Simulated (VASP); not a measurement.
Here is a VASP 6.6.1 calculation.

Contents of INCAR:

```
PREC = Accurate ; ENCUT = 520
EDIFF = 1E-6 ; ISMEAR = -1
SIGMA = 0.02 ; LREAL = False
LASPH = True ; NELM = 80
ALGO = Normal ; ISIF = 2
LWAVE = False ; LCHARG = False
GGA = PE ; NBANDS = 46
```

KPOINTS

```
Automatic mesh
0
Gamma
  6 6 6
```

File POSCAR:

```
Ga2SbAs
1.0
   -2.9927672934      2.9927672934      5.9619409238
    2.9927672934     -2.9927672934      5.9619409238
    2.9927672934      2.9927672934     -5.9619409238
As Ga Sb
2 4 2
Direct
    0.0000000000      0.0000000000      0.0000000000
    0.2500000000      0.7500000000      0.5000000000
    0.6250000000      0.6491771968      0.5241771968
    0.8991771968      0.3750000000      0.0241771968
    0.1250000000      0.1008228032      0.4758228032
    0.3508228032      0.8750000000     -0.0241771968
    0.5000000000      0.5000000000      0.0000000000
    0.7500000000      0.2500000000      0.5000000000
```

Potentials or basis: VASP PAW PBE potentials, release 64 (As, Ga_d, Sb).

The run is started by

```bash
$ cat potpaw_PBE.64/As/POTCAR potpaw_PBE.64/Ga_d/POTCAR potpaw_PBE.64/Sb/POTCAR > POTCAR
$ mpirun -np 1 vasp_std > vasp.out
```

Predict the band gap on the k mesh.

0.04 eV, direct.

Estimate the pressure.

0.1 GPa.

Caveat: spin-orbit coupling is left out, which moves the levels of the heavy elements.
